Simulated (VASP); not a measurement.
# TiC (Khamrabaevite) (Fm-3m) in VASP: a series of runs, part 2 of 2

VASP 6.6.1.

### Step 4. Single point, PBE (volume scaled by 1.02, then relaxed in part)

Input file INCAR:

```
PREC = Accurate
ENCUT = 520
EDIFF = 1E-6
ISMEAR = -1
SIGMA = 0.05
LREAL = F
LASPH = T
NELM = 100
ALGO = Normal
ISIF = 2
LWAVE = F
LCHARG = T
GGA = PE
LELF = T
LVHAR = T
NBANDS = 15
```

Input file KPOINTS:

```
Automatic mesh
0
Gamma
  18 18 18
```

Input file POSCAR:

```
TiC
1.0
    0.0000000000      2.1783315435      2.1783315435
    2.1783315435      0.0000000000      2.1783315435
    2.1783315435      2.1783315435      0.0000000000
Ti C
1 1
Direct
    0.0000000000      0.0000000000      0.0000000000
    0.5000000000      0.5000000000      0.5000000000
```

Potentials or basis: VASP PAW PBE potentials, release 64 (Ti_sv, C).

Command:

```console
cat potpaw_PBE.64/Ti_sv/POTCAR potpaw_PBE.64/C/POTCAR > POTCAR
mpirun -np 1 vasp_std > vasp.out
```

OUTCAR:

```text
PREC = Accurate
   ENCUT = 520
   EDIFF = 1E-6
   ISMEAR = -1
   LREAL = F
   LASPH = T
   NELM = 100
   ISIF = 2
   GGA = PE

 ion  position               nearest neighbor table
   1  0.000  0.000  0.000-   2 2.18   2 2.18   2 2.18   2 2.18   2 2.18   2 2.18
   2  0.500  0.500  0.500-   1 2.18   1 2.18   1 2.18   1 2.18   1 2.18   1 2.18

  LATTYP: Found a face centered cubic cell.
 ALAT       =     4.3566630870

  Lattice vectors:

 A1 = (   0.0000000000,   2.1783315435,   2.1783315435)
 A2 = (   2.1783315435,   0.0000000000,   2.1783315435)
 A3 = (   2.1783315435,   2.1783315435,   0.0000000000)

Analysis of symmetry for initial positions (statically):
=====================================================================
 Subroutine PRICEL returns:
 Original cell was already a primitive cell.

 Routine SETGRP: Setting up the symmetry group for a
 face centered cubic supercell.

 Subroutine GETGRP returns: Found 48 space group operations
 (whereof 48 operations were pure point group operations)
 out of a pool of 48 trial point group operations.

The static configuration has the point symmetry O_h .

Analysis of symmetry for dynamics (positions and initial velocities):
=====================================================================
 Subroutine PRICEL returns:
 Original cell was already a primitive cell.

 Routine SETGRP: Setting up the symmetry group for a
 face centered cubic supercell.

 Subroutine GETGRP returns: Found 48 space group operations
 (whereof 48 operations were pure point group operations)
 out of a pool of 48 trial point group operations.

The dynamic configuration has the point symmetry O_h .

 Subroutine INISYM returns: Found 48 space group operations
 (whereof 48 operations are pure point group operations),
 and found     1 'primitive' translations

----------------------------------------------------------------------------------------

                                     Primitive cell

  volume of cell :      20.6729
[... 112 lines left out ...]
  Thomas-Fermi vector in A             =   2.614233
   LORBIT       =      0    0 simple, 1 ext, 2 COOP (PROOUT), +10 PAW based schemes
   GGA     = PE    functional components
   LHFCALC =     F    Hartree Fock is set to
   AEXX    =    0.0000 exact exchange contribution
   IVDW    =     0    specifies the selected vdW correction
   LEPSILON=     F    determine dielectric tensor
   LRPA    =     F    only Hartree local field effects (RPA)
 non-spin polarized calculation
  energy-cutoff  :      520.00
  volume of cell :       20.67
 maximum number of plane-waves:       568
   NGX = 11   NGY = 11   NGZ = 11

 number of electron      15.9999997 magnetization

 Free energy of the ion-electron system (eV)
  ---------------------------------------------------
  ext. energy  EPLUGINS =         0.00000000
  ---------------------------------------------------
  free energy    TOTEN  =       -18.70697267 eV

  energy without entropy =      -18.70442089  energy(sigma->0) =      -18.70569678

 E-fermi :   9.2160     XC(G=0): -12.6078

 val. band max:        9.2071950987   @ k =   0.2778   0.2222   0.0000
 cond. band min:       9.2265812525   @ k =   0.1667   0.1667   0.0000
 fundamental gap:      0.0193861538
 Fermi energy:         9.2159565107

 k-point     1 :       0.0000    0.0000    0.0000
  band No.  band energies     occupation
      1     -47.4313      2.00000
      2     -23.4640      2.00000
      3     -23.4640      2.00000
      4     -23.4640      2.00000
      5      -3.1055      2.00000
      6       9.8952      0.00000
      7       9.8952      0.00000
      8       9.8952      0.00000
      9      10.8649      0.00000
     10      10.8649      0.00000
     11      10.8649      0.00000
     12      10.8840      0.00000
     13      10.8840      0.00000
     14      19.4371      0.00000
[... 401 lines left out ...]
      2     -23.6879      2.00000
      3     -23.5017      2.00000
      4     -23.4795      2.00000
      5      -1.8666      2.00000
      6       6.6033      2.00000
      7       7.4877      2.00000
      8       7.7221      2.00000
      9      10.7024      0.00000
     10      11.0976      0.00000
     11      12.0531      0.00000
     12      14.2558      0.00000
     13      15.2765      0.00000
     14      20.2934      0.00000
     15      23.2640      0.00000

 [... further k-points ...]
[... 5 lines left out ...]
  --------------------------------------------------------------------------------------
  -------------------------------------------------------------------------------------
  Total       -0.4937482     -0.4937482     -0.4937482      0.0000000     -0.0000000      0.0000000
  in kB      -38.2660976    -38.2660976    -38.2660976      0.0000000     -0.0000000      0.0000000
  external PRESSURE =     -38.2660976 kB  Pullay stress =       0.0000000 kB

 VOLUME and BASIS-vectors are now :
 -----------------------------------------------------------------------------
  energy-cutoff  :      520.00
  volume of cell :       20.67
      direct lattice vectors                 reciprocal lattice vectors
     0.000000000  2.178331544  2.178331544    -0.229533471  0.229533471  0.229533471
     2.178331544  0.000000000  2.178331544     0.229533471 -0.229533471  0.229533471
     2.178331544  2.178331544  0.000000000     0.229533471  0.229533471 -0.229533471

 POSITION                                       TOTAL-FORCE (eV/Angst)
 -----------------------------------------------------------------------------------
      0.00000      0.00000      0.00000        -0.000000      0.000000      0.000000
      2.17833      2.17833      2.17833         0.000000     -0.000000      0.000000
 -----------------------------------------------------------------------------------
    total drift:                                0.000000     -0.000000     -0.000000

  FREE ENERGIE OF THE ION-ELECTRON SYSTEM (eV)
  ---------------------------------------------------
  free  energy   TOTEN  =       -18.7069726652 eV

  energy  without entropy=      -18.7044208882  energy(sigma->0) =      -18.70569678
```

OSZICAR:

```text
N       E                     dE             d eps       ncg     rms          rms(c)
DAV:   1     0.117057982699E+03    0.11706E+03   -0.79778E+03  5865   0.127E+03
DAV:   2    -0.166788299472E+02   -0.13374E+03   -0.12531E+03  6298   0.334E+02
DAV:   3    -0.241082801495E+02   -0.74295E+01   -0.72886E+01  7560   0.772E+01
DAV:   4    -0.243594047426E+02   -0.25112E+00   -0.25080E+00  7347   0.130E+01
DAV:   5    -0.243654991405E+02   -0.60944E-02   -0.60936E-02  7601   0.177E+00    0.179E+01
DAV:   6    -0.193785048888E+02    0.49870E+01   -0.11997E+01  8319   0.561E+01    0.707E+00
DAV:   7    -0.187502923568E+02    0.62821E+00   -0.22592E+00  6898   0.212E+01    0.478E+00
DAV:   8    -0.187282718170E+02    0.22021E-01   -0.10749E-01  6606   0.323E+00    0.358E+00
DAV:   9    -0.187110236493E+02    0.17248E-01   -0.11272E-01  7922   0.489E+00    0.761E-01
DAV:  10    -0.187097393002E+02    0.12843E-02   -0.13368E-02  7559   0.136E+00    0.669E-01
DAV:  11    -0.187073654421E+02    0.23739E-02   -0.27911E-03  6739   0.765E-01    0.265E-01
DAV:  12    -0.187069965843E+02    0.36886E-03   -0.66080E-04  7880   0.423E-01    0.516E-02
DAV:  13    -0.187069721685E+02    0.24416E-04   -0.70810E-05  6733   0.108E-01    0.143E-02
DAV:  14    -0.187069726652E+02   -0.49670E-06   -0.65462E-06  7255   0.195E-02
   1 F= -.18706973E+02 E0= -.18705697E+02  d E =-.255178E-02
```

Wall time 36 s (1 thread of Intel Xeon 6975P-C, shared host); peak memory 0.18 GiB.

Results:

```yaml
Free_energy: -18.7070 eV
Pressure: -3.8 GPa
Band_gap_on_the_k_mesh: zero (band 8 reaches 9.90 eV, above the bottom of band 9 at 8.80 eV)
```

### Step 5. Single point, PBE (volume scaled by 1.04, then relaxed in part)

Input file INCAR:

```
PREC = Accurate
ENCUT = 520
EDIFF = 1E-7
ISMEAR = -1
SIGMA = 0.05
LREAL = F
LASPH = T
NELM = 100
ALGO = Normal
ISIF = 2
LWAVE = F
LCHARG = F
GGA = PE
NBANDS = 15
```

Input file KPOINTS:

```
regular mesh
0
Gamma
  18 18 18
```

Input file POSCAR:

```
TiC
1.0
    0.0000000000      2.1924769499      2.1924769499
    2.1924769499      0.0000000000      2.1924769499
    2.1924769499      2.1924769499      0.0000000000
Ti C
1 1
Direct
    0.0000000000      0.0000000000      0.0000000000
    0.5000000000      0.5000000000      0.5000000000
```

Command:

```console
cat potpaw_PBE.64/Ti_sv/POTCAR potpaw_PBE.64/C/POTCAR > POTCAR
mpirun -np 1 vasp_std > vasp.out
```

Run time: 44 s. Hardware: 1 thread of Intel Xeon 6975P-C, shared host; peak memory 0.19 GiB.

Results (log left out):

```yaml
Free_energy: -18.6921 eV
Pressure: -8.1 GPa
Band_gap_on_the_k_mesh: zero (band 8 reaches 9.66 eV, above the bottom of band 9 at 8.58 eV)
```

Levels at points of the mesh, in eV from the Fermi level:
| k point | band 5 | band 6 | band 7 | band 8 | band 9 | band 10 | band 11 | band 12 |
| --- | --- | --- | --- | --- | --- | --- | --- | --- |
| (0.00, 0.00, 0.00) | -12.23 | 0.67 | 0.67 | 0.67 | 1.62 | 1.62 | 1.62 | 1.63 |
| (0.50, 0.00, 0.00) | -8.92 | -5.68 | -2.78 | -2.78 | 2.76 | 2.76 | 3.88 | 7.80 |
| (0.50, 0.50, 0.00) | -9.98 | -3.40 | -1.52 | -0.07 | -0.07 | 2.56 | 3.33 | 3.33 |

### Step 6. Summary

| cell | gap on the mesh (eV) | pressure (GPa) |
| --- | --- | --- |
| a = 3.040 Å, angles 60.0°, 2 atoms | none | 6.4 |
| a = 3.060 Å, angles 60.0°, 2 atoms | none | 1.1 |
| a = 3.081 Å, angles 60.0°, 2 atoms | none | -3.8 |
| a = 3.101 Å, angles 60.0°, 2 atoms | none | -8.1 |

Alike in all rows: task single point; level PBE; potentials or basis VASP PAW PBE potentials, release 64 (Ti_sv, C); no spin polarisation; k mesh 18 × 18 × 18; cutoff (eV) 520; smearing fermi-dirac 0.05 eV.

Total energies depend on the potentials used, so only differences within one code and one set of settings carry meaning.
